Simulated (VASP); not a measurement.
# Tc (P6_3/mmc) in VASP: a series of runs

The runs below take Tc through single point, with PBE.

Program: VASP 6.6.1. These are calculated values, not measurements. Logs are shortened: lines on timing, memory, paths and dates and some standing lists are left out, and cuts for length are marked.

**1. The cell of the first run**

It takes space group P6_3/mmc (No. 194, hexagonal). Conventional cell: a = 2.739 Å, b = 2.739 Å, c = 8.419 Å, α = 90.00°, β = 90.00°, γ = 120.00°. Tc (site symmetry -6m2) has 12 Tc at 2.63 to 2.74 Å within 3.5 Å. Within 3.5 Å of Tc (site symmetry -3m) lie 12 Tc at 2.63 to 2.74 Å.

**2. Single point, PBE**

INCAR

```
ALGO = Normal ; EDIFF = 1E-6
ENCUT = 520 ; GGA = PE
ISIF = 2 ; ISMEAR = -1
LASPH = T ; LCHARG = T
LELF = T ; LREAL = F
LVHAR = T ; LWAVE = F
NBANDS = 34 ; NELM = 80
PREC = Accurate ; SIGMA = 0.05
```

KPOINTS

```
k-points
0
Gamma
  9 9 3
```

POSCAR

```
Tc
1.0
    2.7393552909      0.0000000000      0.0000000000
   -1.3696776454      2.3723512719      0.0000000000
    0.0000000000      0.0000000000      8.4188970624
Tc
4
Direct
    0.6666666667      0.3333333333      0.7500000000
    0.0000000000      0.0000000000      0.5000000000
    0.3333333333      0.6666666667      0.2500000000
    0.0000000000      0.0000000000      0.0000000000
```

Potentials or basis: VASP PAW PBE potentials, release 64 (Tc_pv).

Started as:

```sh
$ cat potpaw_PBE.64/Tc_pv/POTCAR > POTCAR
$ mpirun -np 1 vasp_std > vasp.out
```

OUTCAR:

```text
EDIFF = 1E-6
   ENCUT = 520
   GGA = PE
   ISIF = 2
   ISMEAR = -1
   LASPH = T
   LREAL = F
   NELM = 80
   PREC = Accurate

 ion  position               nearest neighbor table
   1  0.667  0.333  0.750-   2 2.63   4 2.63   2 2.63   4 2.63   2 2.63   4 2.63
   2  0.000  0.000  0.500-   1 2.63   3 2.63   3 2.63   1 2.63   1 2.63   3 2.63
   3  0.333  0.667  0.250-   2 2.63   4 2.63   2 2.63   4 2.63   2 2.63   4 2.63
   4  0.000  0.000  0.000-   1 2.63   3 2.63   3 2.63   1 2.63   1 2.63   3 2.63

  LATTYP: Found a hexagonal cell.
 ALAT       =     2.7393552909
 C/A-ratio  =     3.0733133049

  Lattice vectors:

 A1 = (   2.7393552909,   0.0000000000,   0.0000000000)
 A2 = (  -1.3696776454,   2.3723512719,   0.0000000000)
 A3 = (   0.0000000000,   0.0000000000,   8.4188970624)

Analysis of symmetry for initial positions (statically):
=====================================================================
 Subroutine PRICEL returns:
 Original cell was already a primitive cell.

 Routine SETGRP: Setting up the symmetry group for a
 hexagonal supercell.

 Subroutine GETGRP returns: Found 24 space group operations
 (whereof 12 operations were pure point group operations)
 out of a pool of 24 trial point group operations.

The static configuration has the point symmetry D_3d.
 The point group associated with its full space group is D_6h.

Analysis of symmetry for dynamics (positions and initial velocities):
=====================================================================
 Subroutine PRICEL returns:
 Original cell was already a primitive cell.

 Routine SETGRP: Setting up the symmetry group for a
 hexagonal supercell.

 Subroutine GETGRP returns: Found 24 space group operations
 (whereof 12 operations were pure point group operations)
 out of a pool of 24 trial point group operations.

The dynamic configuration has the point symmetry D_3d.
 The point group associated with its full space group is D_6h.

 Subroutine INISYM returns: Found 24 space group operations
 (whereof 12 operations are pure point group operations),
 and found     1 'primitive' translations

----------------------------------------------------------------------------------------

                                     Primitive cell

  volume of cell :      54.7120

  direct lattice vectors                    reciprocal lattice vectors
     2.739355291  0.000000000  0.000000000     0.365049398  0.210761368  0.000000000
    -1.369677645  2.372351272  0.000000000     0.000000000  0.421522736  0.000000000
     0.000000000  0.000000000  8.418897062     0.000000000  0.000000000  0.118780405

  length of vectors
     2.739355291  2.739355291  8.418897062     0.421522736  0.421522736  0.118780405

  position of ions in fractional coordinates (direct lattice)
     0.666666667  0.333333333  0.750000000
     0.000000000  0.000000000  0.500000000
     0.333333333  0.666666667  0.250000000
     0.000000000  0.000000000  0.000000000

  ion indices of the primitive-cell ions
   primitive index   ion index
                 1           1
                 2           2
                 3           3
                 4           4

----------------------------------------------------------------------------------------

 KPOINTS: k-points

Automatic generation of k-mesh.
 Grid dimensions read from file:
 generate k-points for:    9    9    3

 Generating k-lattice:

  Cartesian coordinates                     Fractional coordinates (reciprocal lattice)
     0.040561044  0.023417930  0.000000000     0.111111111  0.000000000  0.000000000
     0.000000000  0.046835860  0.000000000     0.000000000  0.111111111  0.000000000
     0.000000000  0.000000000  0.039593468     0.000000000  0.000000000  0.333333333

  Length of vectors
     0.046835860  0.046835860  0.039593468

  Shift w.r.t. Gamma in fractional coordinates (k-lattice)
     0.000000000  0.000000000  0.000000000

 Subroutine IBZKPT returns following result:
 ===========================================

 Found     24 irreducible k-points:

 Following reciprocal coordinates:
            Coordinates               Weight
  0.000000  0.000000  0.000000      1.000000
  0.111111 -0.000000  0.000000      6.000000
  0.222222 -0.000000  0.000000      6.000000
  0.333333 -0.000000  0.000000      6.000000
  0.444444 -0.000000  0.000000      6.000000
  0.111111  0.111111  0.000000      6.000000
[... 16 lines left out ...]
  0.333333  0.222222  0.333333     24.000000
  0.333333  0.333333  0.333333      4.000000
   k-points           NKPTS =     24   k-points in BZ     NKDIM =     24   number of bands    NBANDS=     34
   number of dos      NEDOS =    301   number of ions     NIONS =      4
   total plane-waves  NPLWV =  25600
   dimension x,y,z NGX =    20 NGY =   20 NGZ =   64
   dimension x,y,z NGXF=    40 NGYF=   40 NGZF=  128
   ions per type =               4
   NGX,Y,Z   is equivalent  to a cutoff of  12.14, 12.14, 12.64 a.u.
   NGXF,Y,Z  is equivalent  to a cutoff of  24.28, 24.28, 25.28 a.u.
 SYSTEM =  unknown system
   PREC   = accura    normal or accurate (medium, high low for compatibility)
   ISTART =      0    job   : 0-new  1-cont  2-samecut
   ICHARG =      2    charge: 1-file 2-atom 10-const
   ISPIN  =      1    spin polarized calculation?
   LNONCOLLINEAR =      F non collinear calculations
   LSORBIT =      F    spin-orbit coupling
   LASPH  =      T    aspherical Exc in radial PAW
   ENCUT  =  520.0 eV  38.22 Ry    6.18 a.u.   5.09  5.09 15.65*2*pi/ulx,y,z
   NELM   =     80;   NELMIN=  2; NELMDL= -5     # of ELM steps
   EDIFF  = 0.1E-05   stopping-criterion for ELM
   LREAL  =      F    real-space projection
   EDIFFG = 0.1E-04   stopping-criterion for IOM
   NSW    =      0    number of steps for IOM
   IBRION =     -1    ionic relax: 0-MD 1-quasi-New 2-CG
   NFREE  =      0    steps in history (QN), initial steepest desc. (CG)
   ISIF   =      2    stress and relaxation
   ISYM   =      2    0-nonsym 1-usesym 2-fastsym
   POTIM  = 0.5000    time-step for ionic-motion
   TEBEG  =    0.0;   TEEND  =   0.0 temperature during run
   PSTRESS=    0.0 pullay stress
   NELECT =      52.0000    total number of electrons
   NUPDOWN=      -1.0000    fix difference up-down
   EMIN   =  10.00;   EMAX   =-10.00  energy-range for DOS
   EFERMI =   0.00;   METHOD = LEGACY
   ISMEAR =    -1;   SIGMA  =   0.05  broadening in eV -4-tet -1-fermi 0-gaus
   EFERMI_NEDOS =   21; number of points for ismear=-14 and -15
   IALGO  =     38    algorithm
   IMIX   =      4    mixing-type and parameters
     AMIX     =   0.40;   BMIX     =  1.00
     AMIX_MAG =   1.60;   BMIX_MAG =  1.00
  volume/ion in A,a.u.               =      13.68        92.30
  Fermi-wavevector in a.u.,A,eV,Ry     =   1.609589  3.041683 35.249673  2.590778
  Thomas-Fermi vector in A             =   2.705275
   LORBIT       =      0    0 simple, 1 ext, 2 COOP (PROOUT), +10 PAW based schemes
   GGA     = PE    functional components
   LHFCALC =     F    Hartree Fock is set to
   AEXX    =    0.0000 exact exchange contribution
   IVDW    =     0    specifies the selected vdW correction
   LEPSILON=     F    determine dielectric tensor
   LRPA    =     F    only Hartree local field effects (RPA)
 non-spin polarized calculation
  energy-cutoff  :      520.00
  volume of cell :       54.71
 maximum number of plane-waves:      1488
   NGX = 11   NGY = 11   NGZ = 31

 number of electron      51.9999995 magnetization

 Free energy of the ion-electron system (eV)
  ---------------------------------------------------
  ext. energy  EPLUGINS =         0.00000000
  ---------------------------------------------------
  free energy    TOTEN  =       -41.14754817 eV

  energy without entropy =      -41.12389353  energy(sigma->0) =      -41.13572085

 E-fermi :  13.5605     XC(G=0): -14.0631

 val. band max:       13.5129421932   @ k =   0.3333   0.3333   0.3333
 cond. band min:      13.5719382817   @ k =   0.1111   0.1111   0.0000
 fundamental gap:      0.0589960884
 Fermi energy:        13.5605409655

 k-point     1 :       0.0000    0.0000    0.0000
  band No.  band energies     occupation
      1     -26.2116      2.00000
      2     -25.4527      2.00000
      3     -25.3633      2.00000
      4     -24.9450      2.00000
      5     -24.9450      2.00000
      6     -24.8189      2.00000
[... 26 lines left out ...]
     33      15.5311      0.00000
     34      15.7671      0.00000

 k-point     2 :       0.1111   -0.0000    0.0000
  band No.  band energies     occupation
      1     -26.1543      2.00000
      2     -25.4902      2.00000
      3     -25.4102      2.00000
      4     -25.0538      2.00000
      5     -24.9850      2.00000
      6     -24.8777      2.00000
[... 26 lines left out ...]
     33      15.4775      0.00000
     34      15.7754      0.00000

 k-point     3 :       0.2222   -0.0000    0.0000
  band No.  band energies     occupation
      1     -25.9998      2.00000
      2     -25.6283      2.00000
      3     -25.5917      2.00000
      4     -25.3048      2.00000
      5     -25.1314      2.00000
      6     -25.0804      2.00000
[... 26 lines left out ...]
     33      16.4250      0.00000
     34      16.5093      0.00000

 k-point     4 :       0.3333   -0.0000    0.0000
  band No.  band energies     occupation
      1     -25.9275      2.00000
      2     -25.8635      2.00000
      3     -25.6916      2.00000
      4     -25.5685      2.00000
      5     -25.4676      2.00000
      6     -25.1821      2.00000
[... 26 lines left out ...]
     33      17.1772      0.00000
     34      17.3051      0.00000

 k-point     5 :       0.4444   -0.0000    0.0000
  band No.  band energies     occupation
      1     -26.0667      2.00000
      2     -26.0541      2.00000
      3     -25.7295      2.00000
      4     -25.6878      2.00000
      5     -25.4520      2.00000
      6     -25.2458      2.00000
[... 621 lines left out ...]
 k-point    22 :       0.2222    0.2222    0.3333
  band No.  band energies     occupation
      1     -25.8786      2.00000
      2     -25.8050      2.00000
      3     -25.7768      2.00000
      4     -25.6525      2.00000
      5     -25.4042      2.00000
      6     -25.3196      2.00000
[... 26 lines left out ...]
     33      17.6749      0.00000
     34      17.8512      0.00000

 k-point    23 :       0.3333    0.2222    0.3333
  band No.  band energies     occupation
      1     -25.8980      2.00000
      2     -25.8811      2.00000
      3     -25.7829      2.00000
      4     -25.7208      2.00000
      5     -25.4476      2.00000
      6     -25.4276      2.00000
[... 26 lines left out ...]
     33      19.7025      0.00000
     34      20.1721      0.00000

 k-point    24 :       0.3333    0.3333    0.3333
  band No.  band energies     occupation
      1     -25.8187      2.00000
      2     -25.8187      2.00000
      3     -25.7977      2.00000
      4     -25.6276      2.00000
      5     -25.5507      2.00000
      6     -25.5507      2.00000
[... 26 lines left out ...]
     33      21.7480      0.00000
     34      21.9036      0.00000

------------------------ aborting loop because EDIFF is reached ----------------------------------------

  FORCE on cell =-STRESS in cart. coord.  units (eV):
  Direction    XX          YY          ZZ          XY          YZ          ZX
  --------------------------------------------------------------------------------------
  -------------------------------------------------------------------------------------
  Total        4.4078800      4.4078800      9.8548567      0.0000000      0.0000000     -0.0000000
  in kB      129.0796520    129.0796520    288.5880478      0.0000000      0.0000000     -0.0000000
  external PRESSURE =     182.2491172 kB  Pullay stress =       0.0000000 kB

 VOLUME and BASIS-vectors are now :
 -----------------------------------------------------------------------------
  energy-cutoff  :      520.00
  volume of cell :       54.71
      direct lattice vectors                 reciprocal lattice vectors
     2.739355291  0.000000000  0.000000000     0.365049398  0.210761368  0.000000000
    -1.369677645  2.372351272  0.000000000     0.000000000  0.421522736  0.000000000
     0.000000000  0.000000000  8.418897062     0.000000000  0.000000000  0.118780405

 POSITION                                       TOTAL-FORCE (eV/Angst)
 -----------------------------------------------------------------------------------
      1.36968      0.79078      6.31417        -0.000000     -0.000000      0.000000
      0.00000      0.00000      4.20945         0.000000      0.000000      0.000000
     -0.00000      1.58157      2.10472        -0.000000      0.000000      0.000000
      0.00000      0.00000      0.00000         0.000000      0.000000      0.000000
 -----------------------------------------------------------------------------------
    total drift:                                0.000000     -0.000000      0.000000

  FREE ENERGIE OF THE ION-ELECTRON SYSTEM (eV)
  ---------------------------------------------------
  free  energy   TOTEN  =       -41.1475481710 eV

  energy  without entropy=      -41.1238935259  energy(sigma->0) =      -41.13572085
```

Wall time 37 s (1 thread of Intel Xeon Platinum 8488C (Sapphire Rapids), shared host); peak memory 0.18 GiB.

Results:

```yaml
Free_energy: -41.1475 eV
Pressure: 18.2 GPa
Band_gap_on_the_k_mesh: zero (bands 26 and 27 overlap by 2.83 eV)
```

Levels at points of the mesh, in eV from the Fermi level:
| k point | band 23 | band 24 | band 25 | band 26 | band 27 | band 28 | band 29 | band 30 |
| --- | --- | --- | --- | --- | --- | --- | --- | --- |
| (0.00, 0.00, 0.00) | -1.41 | -1.41 | -1.33 | -1.33 | -1.21 | 0.04 | 0.04 | 0.79 |

Caveat: the cell stands under pressure.

**3. Single point, PBE**

This run uses another cell than the first one, of 13.96 Å³/atom.

INCAR

```
SYSTEM = Tc
PREC     = Accurate       ! precision mode
ENCUT    = 520            ! plane-wave cutoff, eV
EDIFF    = 1E-6           ! SCF threshold, eV
ISMEAR   = -1             ! smearing method
SIGMA    = 0.05           ! smearing width, eV
LREAL    = .False.        ! projectors in reciprocal space
LASPH    = .True.         ! aspherical terms in the spheres
NELM     = 60             ! most SCF steps
ALGO     = Fast           ! electronic algorithm
ISIF     = 2              ! what is computed and relaxed
LWAVE    = .False.        ! write WAVECAR
LCHARG   = .True.         ! write CHGCAR
GGA      = PE             ! functional
LELF     = .True.         ! ELF
LVHAR    = .True.       
NBANDS   = 34             ! bands
```

KPOINTS

```
Automatic mesh
0
Gamma
  9 9 3
  0 0 0
```

Changes to POSCAR since step 2:

```diff
@@ -4,3 +4,3 @@
    -1.3696776454      2.3723512719      0.0000000000
-    0.0000000000      0.0000000000      8.4188970624
+    0.0000000000      0.0000000000      8.5942907512
 Tc
```

Potentials or basis: VASP PAW PBE potentials, release 64 (Tc_pv).

Started as:

```sh
$ cat potpaw_PBE.64/Tc_pv/POTCAR > POTCAR
$ mpirun -np 1 vasp_std > vasp.out
```

It took 40 s on 1 thread of Intel Xeon Platinum 8488C (Sapphire Rapids), shared host; peak memory 0.17 GiB.

It converged, with:

| Property | Result |
| --- | --- |
| Free energy | -41.3006 eV |
| Pressure | 10.3 GPa |
| Band gap on the k mesh | zero (bands 26 and 27 overlap by 2.87 eV) |

Stress tensor (GPa, compression positive):
```
 8.47  0.00  0.00
 0.00  8.47  0.00
 0.00  0.00 14.10
```

Levels at points of the mesh, in eV from the Fermi level:
| k point | band 24 | band 25 | band 26 | band 27 | band 28 | band 29 |
| --- | --- | --- | --- | --- | --- | --- |
| (0.00, 0.00, 0.00) | -1.35 | -1.35 | -1.27 | -1.27 | 0.13 | 0.13 |

Caveat: the cell stands under pressure.

**4. Single point, PBE**

This run uses another cell than the first one, of 14.11 Å³/atom.

INCAR

```
  PREC = Accurate
  ENCUT = 520
  EDIFF = 1E-6
  ISMEAR = -1
  SIGMA = 0.05
  LREAL = F
  LASPH = T
  NELM = 100
  ALGO = Normal
  ISIF = 2
  LWAVE = F
  LCHARG = F
  GGA = PE
  NBANDS = 34
```

KPOINTS

```
regular mesh
0
Gamma
  9 9 3
```

Changes to POSCAR since step 3:

```diff
@@ -4,3 +4,3 @@
    -1.3696776454      2.3723512719      0.0000000000
-    0.0000000000      0.0000000000      8.5942907512
+    0.0000000000      0.0000000000      8.6819875956
 Tc
```

Started as:

```sh
$ cat potpaw_PBE.64/Tc_pv/POTCAR > POTCAR
$ mpirun -np 1 vasp_std > vasp.out
```

Run time: 42 s. Hardware: 1 thread of Intel Xeon Platinum 8488C (Sapphire Rapids), shared host; peak memory 0.18 GiB.

It converged, with:

* Free energy: -41.3397 eV
* Pressure: 6.8 GPa
* Band gap on the k mesh: zero (bands 26 and 27 overlap by 2.84 eV)

Stress tensor (GPa, compression positive):
```
6.42 0.00 0.00
0.00 6.42 0.00
0.00 0.00 7.67
```

Levels at points of the mesh, in eV from the Fermi level:
| k point | band 24 | band 25 | band 26 | band 27 | band 28 | band 29 |
| --- | --- | --- | --- | --- | --- | --- |
| (0.00, 0.00, 0.00) | -1.33 | -1.33 | -1.24 | -1.24 | 0.17 | 0.17 |

Caveat: the cell stands under pressure.

**5. Single point, PBE**

This run uses another cell than the first one, of 14.25 Å³/atom.

INCAR

```
PREC = Accurate
ENCUT = 520
EDIFF = 1E-6
ISMEAR = -1
SIGMA = 0.05
LREAL = F
LASPH = T
NELM = 100
ALGO = Fast
ISIF = 2
LWAVE = F
LCHARG = F
GGA = PE
NBANDS = 34
```

KPOINTS

```
Automatic mesh
0
Gamma
  9 9 3
```

Changes to POSCAR since step 4:

```diff
@@ -4,3 +4,3 @@
    -1.3696776454      2.3723512719      0.0000000000
-    0.0000000000      0.0000000000      8.6819875956
+    0.0000000000      0.0000000000      8.7696844400
 Tc
```

Started as:

```sh
$ cat potpaw_PBE.64/Tc_pv/POTCAR > POTCAR
$ mpirun -np 1 vasp_std > vasp.out
```

Run time: 43 s. Hardware: 1 thread of Intel Xeon Platinum 8488C (Sapphire Rapids), shared host; peak memory 0.17 GiB.

The run converged. Its results:

- Free energy: -41.3571 eV
- Pressure: 3.6 GPa
- Band gap on the k mesh: zero (bands 26 and 27 overlap by 2.80 eV)

Stress tensor (GPa, compression positive):
```
4.47 0.00 0.00
0.00 4.47 0.00
0.00 0.00 1.77
```

Levels at points of the mesh, in eV from the Fermi level:
```csv
k point,band 23,band 24,band 25,band 26,band 27,band 28,band 29,band 30
"(0.00, 0.00, 0.00)",-1.58,-1.31,-1.31,-1.22,-1.22,0.20,0.20,0.93
```

Caveat: the cell stands under pressure.

**6. The runs side by side**

| cell | gap on the mesh (eV) | pressure (GPa) |
| --- | --- | --- |
| a = 2.739, b = 2.739, c = 8.419 Å, angles 90.0, 90.0, 120.0°, 4 atoms | none | 18.2 |
| a = 2.739, b = 2.739, c = 8.594 Å, angles 90.0, 90.0, 120.0°, 4 atoms | none | 10.3 |
| a = 2.739, b = 2.739, c = 8.682 Å, angles 90.0, 90.0, 120.0°, 4 atoms | none | 6.8 |
| a = 2.739, b = 2.739, c = 8.770 Å, angles 90.0, 90.0, 120.0°, 4 atoms | none | 3.6 |

Alike in all rows: task single point; level PBE; potentials or basis VASP PAW PBE potentials, release 64 (Tc_pv); no spin polarisation; k mesh 9 × 9 × 3; cutoff (eV) 520; smearing fermi-dirac 0.05 eV.

Caveats: the cell stands under pressure.

Absolute energies hang on the potentials; compare differences alone.
